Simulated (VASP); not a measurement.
# MnO2 (P-3m1) in VASP: a series of runs, part 2 of 2

VASP 6.6.1. Earlier steps stand in the parts before.

## (5) Single point, PBE+U, collinear spin, ferromagnetic start (10.42 Å³/atom)

This run uses another cell than the first one, of 10.42 Å³/atom.

The input, INCAR:

```
SYSTEM = MnO2
PREC = Accurate
ENCUT = 520
EDIFF = 1E-6
ISMEAR = 0
SIGMA = 0.05
LREAL = .False.
LASPH = .True.
NELM = 150
ALGO = Normal
ISIF = 2
LWAVE = .False.
LCHARG = .False.
ISPIN = 2
MAGMOM = 3.11 -0.14 -0.14
LORBIT = 11
LMAXMIX = 4
LDAU = .True.
LDAUTYPE = 2
LDAUL = 2 -1
LDAUU = 3.9 0
LDAUJ = 0 0
LDAUPRINT = 1
GGA = PE
NBANDS = 24
```

The input, KPOINTS:

```
Automatic mesh
0
Gamma
  10 10 6
  0 0 0
```

The input, POSCAR:

```
MnO2
1.0
    2.8963251340      0.0000000000      0.0000000000
   -1.4481625670      2.5082911437      0.0000000000
    0.0000000000      0.0000000000      4.3012361603
Mn O
1 2
Direct
    0.0000000000      0.0000000000      0.0000000000
    0.3333333333      0.6666666667      0.2213764285
    0.6666666667      0.3333333333      0.7786235715
```

Potentials or basis: VASP PAW PBE potentials, release 64 (Mn_pv, O).

The run is started by

```console
> cat potpaw_PBE.64/Mn_pv/POTCAR potpaw_PBE.64/O/POTCAR > POTCAR
> mpirun -np 1 vasp_std > vasp.out
```

OUTCAR:

```text
SYSTEM = MnO2
   PREC = Accurate
   ENCUT = 520
   EDIFF = 1E-6
   ISMEAR = 0
   LREAL = .False.
   LASPH = .True.
   NELM = 150
   ISIF = 2
   ISPIN = 2
   LORBIT = 11
   GGA = PE

 ion  position               nearest neighbor table
   1  0.000  0.000  0.000-   2 1.92   3 1.92   3 1.92   2 1.92   3 1.92   2 1.92
   2  0.333  0.667  0.221-   1 1.92   1 1.92   1 1.92
   3  0.667  0.333  0.779-   1 1.92   1 1.92   1 1.92

  LATTYP: Found a hexagonal cell.
 ALAT       =     2.8963251340
 C/A-ratio  =     1.4850667523

  Lattice vectors:

 A1 = (   2.8963251340,   0.0000000000,   0.0000000000)
 A2 = (  -1.4481625670,   2.5082911437,   0.0000000000)
 A3 = (   0.0000000000,   0.0000000000,   4.3012361603)

Analysis of symmetry for initial positions (statically):
=====================================================================
 Subroutine PRICEL returns:
 Original cell was already a primitive cell.

 Routine SETGRP: Setting up the symmetry group for a
[... 1530 lines left out ...]

 [... further k-points ...]

------------------------ aborting loop because EDIFF is reached ----------------------------------------

  FORCE on cell =-STRESS in cart. coord.  units (eV):
  Direction    XX          YY          ZZ          XY          YZ          ZX
  --------------------------------------------------------------------------------------
  -------------------------------------------------------------------------------------
  Total        1.0960290      1.0960290      1.2432306      0.0000000      0.0000000      0.0000000
  in kB       56.1971235     56.1971235     63.7446492      0.0000000      0.0000000      0.0000000
  external PRESSURE =      58.7129654 kB  Pullay stress =       0.0000000 kB

 VOLUME and BASIS-vectors are now :
 -----------------------------------------------------------------------------
  energy-cutoff  :      520.00
  volume of cell :       31.25
      direct lattice vectors                 reciprocal lattice vectors
     2.896325134  0.000000000  0.000000000     0.345265104  0.199338901  0.000000000
    -1.448162567  2.508291144  0.000000000     0.000000000  0.398677802  0.000000000
     0.000000000  0.000000000  4.301236160     0.000000000  0.000000000  0.232491303

 POSITION                                       TOTAL-FORCE (eV/Angst)
 -----------------------------------------------------------------------------------
      0.00000      0.00000      0.00000        -0.000000      0.000000      0.000000
     -0.00000      1.67219      0.95219         0.000000      0.000000      0.072742
      1.44816      0.83610      3.34904        -0.000000      0.000000     -0.072742
 -----------------------------------------------------------------------------------
    total drift:                                0.000000     -0.000000     -0.000000

  FREE ENERGIE OF THE ION-ELECTRON SYSTEM (eV)
  ---------------------------------------------------
  free  energy   TOTEN  =       -21.1691005718 eV

  energy  without entropy=      -21.1691005718  energy(sigma->0) =      -21.16910057

 total charge

# of ion       s       p       d       tot
------------------------------------------
    1        0.350   6.451   4.841  11.641
    2        1.584   3.414   0.000   4.997
    3        1.584   3.414   0.000   4.997
--------------------------------------------------
tot          3.517  13.278   4.841  21.636

 magnetization (x)

# of ion       s       p       d       tot
------------------------------------------
    1        0.032   0.042   3.131   3.205
    2        0.002  -0.115   0.000  -0.113
    3        0.002  -0.115   0.000  -0.113
--------------------------------------------------
tot          0.036  -0.188   3.131   2.979
```

OSZICAR:

```text
N       E                     dE             d eps       ncg     rms          rms(c)
DAV:   1     0.244874679622E+03    0.24487E+03   -0.13671E+04  6960   0.118E+03
DAV:   2    -0.135899262186E+02   -0.25846E+03   -0.24255E+03  7704   0.362E+02
DAV:   3    -0.274318356824E+02   -0.13842E+02   -0.13772E+02  7904   0.898E+01
DAV:   4    -0.275525291336E+02   -0.12069E+00   -0.12068E+00  7544   0.881E+00
DAV:   5    -0.275538611854E+02   -0.13321E-02   -0.13320E-02  7840   0.890E-01    0.290E+01
DAV:   6    -0.245068609574E+02    0.30470E+01   -0.78789E+01  8168   0.758E+01    0.316E+01
DAV:   7    -0.215643239194E+02    0.29425E+01   -0.46846E+01  7632   0.578E+01    0.123E+01
DAV:   8    -0.211192218375E+02    0.44510E+00   -0.23240E+00  7472   0.135E+01    0.500E+00
DAV:   9    -0.211804437962E+02   -0.61222E-01   -0.58602E-01  8208   0.671E+00    0.268E+00
DAV:  10    -0.211668620952E+02    0.13582E-01   -0.17141E-01  7200   0.419E+00    0.866E-01
DAV:  11    -0.211681054072E+02   -0.12433E-02   -0.72525E-03  7736   0.762E-01    0.327E-01
DAV:  12    -0.211689113247E+02   -0.80592E-03   -0.14956E-03  7992   0.271E-01    0.171E-01
DAV:  13    -0.211690483473E+02   -0.13702E-03   -0.83011E-04  8304   0.240E-01    0.537E-02
DAV:  14    -0.211690938925E+02   -0.45545E-04   -0.14158E-04  7184   0.914E-02    0.198E-02
DAV:  15    -0.211690996685E+02   -0.57760E-05   -0.17888E-05  7336   0.312E-02    0.157E-02
DAV:  16    -0.211691005718E+02   -0.90333E-06   -0.80899E-06  5368   0.193E-02
   1 F= -.21169101E+02 E0= -.21169101E+02  d E =-.590051E-22  mag=     3.0001
```

Run time: 36 s. Hardware: 1 thread of Intel Xeon 6975P-C (Granite Rapids), shared host; peak memory 0.21 GiB.

Results:

- Free energy: -21.1691 eV
- Pressure: 5.9 GPa
- Largest force: 0.073 eV/Å
- Band gap on the k mesh: 1.41 eV (least direct gap 1.65 eV)
- Net moment: 3.00 μB per cell
- Site moments: Mn +3.21; O -0.11 μB
- Valence electrons inside the program's atomic spheres: Mn 11.64; O 5.00

Forces on the atoms (eV/Å):
```
Mn   0.000  0.000  0.000
O    0.000  0.000  0.073
O    0.000  0.000 -0.073
```

Stress tensor (GPa, compression positive):
```
5.62 0.00 0.00
0.00 5.62 0.00
0.00 0.00 6.37
```

Eigenvalues of the final occupation matrices:
| site | spin | trace | eigenvalues |
| --- | --- | --- | --- |
| site 1 d | 1 | 4.00 | 0.56 0.56 0.96 0.96 0.96 |
| site 1 d | 2 | 0.87 | 0.08 0.08 0.08 0.32 0.32 |

Caveat: the cell stands under pressure; a cell with one magnetic atom can't hold antiferromagnetic order, which such compounds often take. A k mesh can miss the band edges.

## (6) Single point, PBE+U, collinear spin, ferromagnetic start (11.23 Å³/atom)

This run uses another cell than the first one, of 11.23 Å³/atom.

The input, INCAR:

```
ALGO = Normal ; EDIFF = 1E-6
ENCUT = 520 ; GGA = PE
ISIF = 2 ; ISMEAR = 0
ISPIN = 2 ; LASPH = True
LCHARG = False ; LDAU = True
LDAUJ = 0 0 ; LDAUL = 2 -1
LDAUPRINT = 1 ; LDAUTYPE = 2
LDAUU = 3.9 0 ; LMAXMIX = 4
LORBIT = 11 ; LREAL = False
LWAVE = False ; MAGMOM = 3.13 -0.15 -0.15
NBANDS = 24 ; NELM = 150
PREC = Accurate ; SIGMA = 0.05
```

The input, KPOINTS:

```
k-points
0
Gamma
  10 10 6
```

The input, POSCAR:

```
MnO2
1.0
    2.9094595885      0.0000000000      0.0000000000
   -1.4547297943      2.5196659149      0.0000000000
    0.0000000000      0.0000000000      4.5971580855
Mn O
1 2
Direct
    0.0000000000      0.0000000000      0.0000000000
    0.3333333333      0.6666666667      0.2071198713
    0.6666666667      0.3333333333      0.7928801287
```

Potentials or basis: VASP PAW PBE potentials, release 64 (Mn_pv, O).

The run is started by

```console
> cat potpaw_PBE.64/Mn_pv/POTCAR potpaw_PBE.64/O/POTCAR > POTCAR
> mpirun -np 1 vasp_std > vasp.out
```

OUTCAR:

```text
EDIFF = 1E-6
   ENCUT = 520
   GGA = PE
   ISIF = 2
   ISMEAR = 0
   ISPIN = 2
   LASPH = True
   LORBIT = 11
   LREAL = False
   NELM = 150
   PREC = Accurate

 ion  position               nearest neighbor table
   1  0.000  0.000  0.000-   2 1.93   3 1.93   3 1.93   2 1.93   3 1.93   2 1.93
   2  0.333  0.667  0.207-   1 1.93   1 1.93   1 1.93
   3  0.667  0.333  0.793-   1 1.93   1 1.93   1 1.93

  LATTYP: Found a hexagonal cell.
 ALAT       =     2.9094595885
 C/A-ratio  =     1.5800728437

  Lattice vectors:

 A1 = (   2.9094595885,   0.0000000000,   0.0000000000)
 A2 = (  -1.4547297943,   2.5196659149,   0.0000000000)
 A3 = (   0.0000000000,   0.0000000000,   4.5971580855)

Analysis of symmetry for initial positions (statically):
=====================================================================
 Subroutine PRICEL returns:
 Original cell was already a primitive cell.

[... 1530 lines left out ...]
     24      25.9511      0.00000

 [... further k-points ...]

------------------------ aborting loop because EDIFF is reached ----------------------------------------

  FORCE on cell =-STRESS in cart. coord.  units (eV):
  Direction    XX          YY          ZZ          XY          YZ          ZX
  --------------------------------------------------------------------------------------
  -------------------------------------------------------------------------------------
  Total        0.5261053      0.5261053      0.6146499     -0.0000000     -0.0000000      0.0000000
  in kB       25.0114321     25.0114321     29.2209067     -0.0000000     -0.0000000      0.0000000
  external PRESSURE =      26.4145903 kB  Pullay stress =       0.0000000 kB

 VOLUME and BASIS-vectors are now :
 -----------------------------------------------------------------------------
  energy-cutoff  :      520.00
  volume of cell :       33.70
      direct lattice vectors                 reciprocal lattice vectors
     2.909459588  0.000000000  0.000000000     0.343706441  0.198439006  0.000000000
    -1.454729794  2.519665915  0.000000000     0.000000000  0.396878012  0.000000000
     0.000000000  0.000000000  4.597158086     0.000000000  0.000000000  0.217525693

 POSITION                                       TOTAL-FORCE (eV/Angst)
 -----------------------------------------------------------------------------------
      0.00000      0.00000      0.00000         0.000000     -0.000000      0.000000
     -0.00000      1.67978      0.95216        -0.000000      0.000000      0.091711
      1.45473      0.83989      3.64500         0.000000     -0.000000     -0.091711
 -----------------------------------------------------------------------------------
    total drift:                               -0.000000      0.000000      0.000000

  FREE ENERGIE OF THE ION-ELECTRON SYSTEM (eV)
  ---------------------------------------------------
  free  energy   TOTEN  =       -21.2284115791 eV

  energy  without entropy=      -21.2284115791  energy(sigma->0) =      -21.22841158

 total charge

# of ion       s       p       d       tot
------------------------------------------
    1        0.345   6.441   4.829  11.615
    2        1.582   3.407   0.000   4.990
    3        1.582   3.407   0.000   4.990
--------------------------------------------------
tot          3.510  13.256   4.829  21.595

 magnetization (x)

# of ion       s       p       d       tot
------------------------------------------
    1        0.032   0.042   3.149   3.223
    2        0.002  -0.122   0.000  -0.120
    3        0.002  -0.122   0.000  -0.120
--------------------------------------------------
tot          0.036  -0.203   3.149   2.982
```

OSZICAR:

```text
N       E                     dE             d eps       ncg     rms          rms(c)
DAV:   1     0.248024873030E+03    0.24802E+03   -0.13658E+04  6928   0.116E+03
DAV:   2    -0.130288649012E+02   -0.26105E+03   -0.24493E+03  7704   0.359E+02
DAV:   3    -0.275061037190E+02   -0.14477E+02   -0.14402E+02  7952   0.910E+01
DAV:   4    -0.276383486352E+02   -0.13224E+00   -0.13223E+00  7520   0.921E+00
DAV:   5    -0.276399594185E+02   -0.16108E-02   -0.16108E-02  8248   0.966E-01    0.286E+01
DAV:   6    -0.246126922420E+02    0.30273E+01   -0.79257E+01  8232   0.755E+01    0.317E+01
DAV:   7    -0.216037603480E+02    0.30089E+01   -0.46896E+01  7672   0.574E+01    0.121E+01
DAV:   8    -0.211776928145E+02    0.42607E+00   -0.23291E+00  7424   0.133E+01    0.499E+00
DAV:   9    -0.212419225442E+02   -0.64230E-01   -0.62860E-01  8248   0.682E+00    0.275E+00
DAV:  10    -0.212261651728E+02    0.15757E-01   -0.18253E-01  7304   0.430E+00    0.895E-01
DAV:  11    -0.212274079898E+02   -0.12428E-02   -0.78287E-03  7704   0.786E-01    0.344E-01
DAV:  12    -0.212282303083E+02   -0.82232E-03   -0.16509E-03  8112   0.279E-01    0.183E-01
DAV:  13    -0.212283516948E+02   -0.12139E-03   -0.92164E-04  8096   0.253E-01    0.572E-02
DAV:  14    -0.212284040718E+02   -0.52377E-04   -0.18620E-04  7192   0.103E-01    0.212E-02
DAV:  15    -0.212284104099E+02   -0.63381E-05   -0.23172E-05  7528   0.345E-02    0.173E-02
DAV:  16    -0.212284114560E+02   -0.10461E-05   -0.10145E-05  5432   0.215E-02    0.660E-03
DAV:  17    -0.212284115791E+02   -0.12312E-06   -0.11631E-06  4776   0.795E-03
   1 F= -.21228412E+02 E0= -.21228412E+02  d E =-.441434E-22  mag=     3.0000
```

Run time: 44 s. Hardware: 1 thread of Intel Xeon 6975P-C (Granite Rapids), shared host; peak memory 0.22 GiB.

Results:

| Quantity | Value |
| --- | --- |
| Free energy | -21.2284 eV |
| Pressure | 2.6 GPa |
| Largest force | 0.092 eV/Å |
| Band gap on the k mesh | 1.57 eV (least direct gap 1.77 eV) |
| Net moment | 3.00 μB per cell |
| Site moments | Mn +3.22; O -0.12 μB |
| Valence electrons inside the program's atomic spheres | Mn 11.62; O 4.99 |

Forces on the atoms (eV/Å):
```
Mn   0.000  0.000  0.000
O    0.000  0.000  0.092
O    0.000  0.000 -0.092
```

Eigenvalues of the final occupation matrices:
```csv
site,spin,trace,eigenvalues
site 1 d,1,4.01,0.56 0.56 0.96 0.96 0.96
site 1 d,2,0.85,0.07 0.08 0.08 0.31 0.31
```

Caveat: a cell with one magnetic atom can't hold antiferromagnetic order, which such compounds often take.

## (7) Summary

```tsv
potentials or basis	spin	cell	k mesh	cutoff (eV)	gap on the mesh (eV)	pressure (GPa)	moment (μB)	largest force (eV/Å)
VASP PAW PBE potentials, release 64 (Mn_sv, O)	non-collinear, typed start, SOC	a = 2.920, b = 2.920, c = 5.507 Å, angles 90.0, 90.0, 120.0°, 3 atoms, atomic positions A	5 × 5 × 3	600	-	-2.3	3.00	0.08
VASP PAW PBE potentials, release 64 (Mn_pv, O)	collinear, ferromagnetic start	a = 2.733, b = 2.733, c = 4.409 Å, angles 90.0, 90.0, 120.0°, 3 atoms, atomic positions B	10 × 10 × 6	520	1.69	12.0	3.00	1.85
VASP PAW PBE potentials, release 64 (Mn_pv, O)	collinear, ferromagnetic start	a = 2.860, b = 2.860, c = 4.026 Å, angles 90.0, 90.0, 120.0°, 3 atoms, atomic positions C	10 × 10 × 6	520	1.34	15.2	3.00	0.11
VASP PAW PBE potentials, release 64 (Mn_pv, O)	collinear, ferromagnetic start	a = 2.896, b = 2.896, c = 4.301 Å, angles 90.0, 90.0, 120.0°, 3 atoms, atomic positions D	10 × 10 × 6	520	1.41	5.9	3.00	0.07
VASP PAW PBE potentials, release 64 (Mn_pv, O)	collinear, ferromagnetic start	a = 2.909, b = 2.909, c = 4.597 Å, angles 90.0, 90.0, 120.0°, 3 atoms, atomic positions E	10 × 10 × 6	520	1.57	2.6	3.00	0.09
```

Alike in all rows: task single point; level PBE+U; Mn d U = 3.9 eV; smearing gaussian 0.05 eV.

Caveats: some runs use coarse meshes; a cell with one magnetic atom can't hold antiferromagnetic order, which such compounds often take; the cell stands under pressure (at least some runs); forces of over 1 eV/Å act on the atoms, so gaps and moduli don't describe the material at rest (at least some runs).

Total energies depend on the potentials used, so only differences within one code and one set of settings carry meaning.
